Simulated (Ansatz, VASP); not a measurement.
# CdS in VASP and in Ansatz

The input INCAR:

```
SYSTEM = CdS
PREC = Accurate ; ENCUT = 520
EDIFF = 1E-6 ; ISMEAR = 0
SIGMA = 0.05 ; LREAL = .False.
LASPH = .True. ; NELM = 60
ALGO = Normal ; ISIF = 2
LWAVE = .False. ; LCHARG = .False.
GGA = PE ; NBANDS = 26
```

File KPOINTS:

```
Automatic mesh
0
Gamma
  10 10 6
  0 0 0
```

Contents of POSCAR:

```
CdS
1.0
    4.1970298733      0.0000000000      0.0000000000
   -2.0985149367      3.6347344907      0.0000000000
    0.0000000000      0.0000000000      6.8278775522
Cd S
2 2
Direct
    0.3333333333      0.6666666667      0.0041671622
    0.6666666667      0.3333333333      0.5041671622
    0.3333333333      0.6666666667      0.3808328378
    0.6666666667      0.3333333333      0.8808328378
```

Input for Ansatz:

```yaml
crystal:
  lattice:
    - [4.197029873288, 2.886754068491e-11, 0.0]
    - [-2.098514936669, 3.634734490696, 0.0]
    - [0.0, 0.0, 6.8278775522]
  atoms:
    - { symbol: Cd, position: [0.3333333333333, 0.6666666666667, 0.0041671622] }
    - { symbol: Cd, position: [0.6666666666667, 0.3333333333333, 0.5041671622] }
    - { symbol: S, position: [0.3333333333333, 0.6666666666667, 0.3808328378] }
    - { symbol: S, position: [0.6666666666667, 0.3333333333333, 0.8808328378] }
basis:
  ecutwfc: 420
  ecutrho_ratio: 4
kpoints:
  mp_grid: { grid: [10, 10, 6] }
hamiltonian:
  xc: pbe
scf:
  occupations: { method: gaussian, width: 0.05 }
  mixing: { preconditioner: resta, algorithm: broyden, beta: 0.5, ndim: 8 }
output:
  forces: true
  stress: true
```

Alike in both runs: task single point; functional PBE; k mesh 10 × 10 × 6; occupations gaussian, width 0.05 eV; no spin polarisation.

|  | VASP | Ansatz |
| --- | --- | --- |
| version | VASP 6.6.1 | Ansatz 0.2.0 |
| potentials or method | VASP PAW PBE potentials, release 64 (Cd, S), cutoff 520 eV | scalar-relativistic, plane waves, PAW |
| valence electrons in the cell | 36 | 52 |

|  | VASP | Ansatz | Ansatz less VASP |
| --- | --- | --- | --- |
| pressure (GPa) | 0.3 | 0.0 | -0.29 |

VASP's potentials hold 36 valence electrons a cell and Ansatz's 52, so a difference there can come from the potentials and not from the codes.
